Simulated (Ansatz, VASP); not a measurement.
ZnS: VASP beside Ansatz

INCAR

```
  PREC = Accurate
  ENCUT = 520
  EDIFF = 1E-7
  ISMEAR = -1
  SIGMA = 0.03
  LREAL = False
  LASPH = True
  NELM = 80
  ALGO = Normal
  ISIF = 2
  LWAVE = False
  LCHARG = False
  GGA = PS
  NBANDS = 26
```

KPOINTS

```
Automatic mesh
0
Gamma
  8 8 5
```

The input POSCAR:

```
ZnS
1.0
    3.9253287450      0.0000000000      0.0000000000
   -1.9626643725      3.3994344114      0.0000000000
    0.0000000000      0.0000000000      6.2340000000
Zn S
2 2
Direct
    0.3333333333      0.6666666667      0.0000000000
    0.6666666667      0.3333333333      0.5000000000
    0.3333333333      0.6666666667      0.3850000000
    0.6666666667      0.3333333333      0.8850000000
```

Input for Ansatz:

```yaml
crystal:
  lattice:
    - [3.925328745, 0.0, 0.0]
    - [-1.9626643725, 3.3994344114, 0.0]
    - [0.0, 0.0, 6.234]
  atoms:
    - { symbol: Zn, position: [0.3333333333, 0.6666666667, 0.0] }
    - { symbol: Zn, position: [0.6666666667, 0.3333333333, 0.5] }
    - { symbol: S, position: [0.3333333333, 0.6666666667, 0.385] }
    - { symbol: S, position: [0.6666666667, 0.3333333333, 0.885] }
kpoints:
  mp_grid: { grid: [8, 8, 5] }
  band_path:
    path:
      - [0.0, 0.0, 0.0]
      - [0.5, 0.0, 0.0]
      - [0.3333333333, 0.3333333333, 0.0]
      - [0.0, 0.0, 0.0]
      - [0.0, 0.0, 0.5]
      - [0.5, 0.0, 0.5]
      - [0.3333333333, 0.3333333333, 0.5]
      - [0.0, 0.0, 0.5]
      - [0.5, 0.0, 0.5]
    npoints: 5
scf:
  occupations: { method: fermi_dirac, width: 0.03 }
hamiltonian:
  xc: pbesol
  pseudopotentials: { kind: all_electron, lapw: { basis_error: 0.001 } }
output:
  forces: true
  stress: true
  eigenvalues: true
```

Change from the starting cell: equal xx and yy strain of +3 %.

Alike in both runs: task single point; functional PBEsol; k mesh 8 × 8 × 5; occupations fermi-dirac, width 0.03 eV; no spin polarisation.

|  | VASP | Ansatz |
| --- | --- | --- |
| version | VASP 6.6.1 | Ansatz 0.2.0 |
| potentials or method | VASP PAW PBE potentials, release 64 (Zn, S), cutoff 520 eV | all-electron LAPW, scalar-relativistic |

VASP gave:

* gap on the k mesh at the Fermi level (eV): 1.79
* pressure (GPa): -5.0
* traceless stress, the component that is largest in VASP (GPa): 1.29
* rms of the force components (eV/Å): 0.086

Which values does Ansatz return?

gap on the k mesh at the Fermi level (eV): 1.79; pressure (GPa): -5.1; traceless stress, the component that is largest in VASP (GPa): 1.29; rms of the force components (eV/Å): 0.086.

VASP's potentials were made for PBE, not for PBEsol. Atom by atom the forces differ by 0.000 eV/Å (rms over components). Ansatz ran all-electron here, and VASP with PAW potentials.
